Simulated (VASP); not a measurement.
Wanted: the native input for a VASP 6.6.1 run.

```
Task                   : single point
Functional             : LDA
Potentials or basis    : VASP PAW LDA potentials, release 64 (C)
Cutoff                 : 520 eV
k mesh                 : 12 × 12 × 12
Occupations            : gaussian, width 0.05 eV
Spin                   : no spin polarisation
Dipole correction      : no
Further INCAR settings : ALGO = Normal; EDIFF = 1e-06; NBANDS = 11
```

The structure of C lies in POSCAR:

```
C
1.0
    0.0000000000      1.7941637981      1.7514626997
    1.7941637981      0.0000000000      1.7514626997
    1.7941637981      1.7941637981      0.0000000000
C
2
Direct
    0.5000000000      0.5000000000      0.5000000000
    0.7500000000      0.7500000000      0.7500000000
```

This cell differs from its parent crystal: volume 5.638 Å^3 an atom, c/a of the conventional cell 0.9762.

One way to write it, as run:

INCAR

```
  PREC = Accurate
  ENCUT = 520
  EDIFF = 1E-6
  ISMEAR = 0
  SIGMA = 0.05
  LREAL = False
  LASPH = True
  NELM = 60
  ALGO = Normal
  ISIF = 2
  LWAVE = False
  LCHARG = True
  GGA = CA
  LELF = True
  LVHAR = True
  NBANDS = 11
```

KPOINTS

```
regular mesh
0
Gamma
  12 12 12
```

Potentials or basis: VASP PAW LDA potentials, release 64 (C).

The run is started by

```console
$ cat potpaw_LDA.64/C/POTCAR > POTCAR
$ mpirun -np 1 vasp_std > vasp.out
```

Results of the run:

| Item | Value |
| --- | --- |
| Pressure | -9.1 GPa |
| Band gap on the k mesh | 3.53 eV, indirect (least direct gap 5.13 eV) |

Wall time 8.9 s on 1 thread of Intel Xeon 6975P-C, with other jobs on the host, peak memory 0.12 GiB.
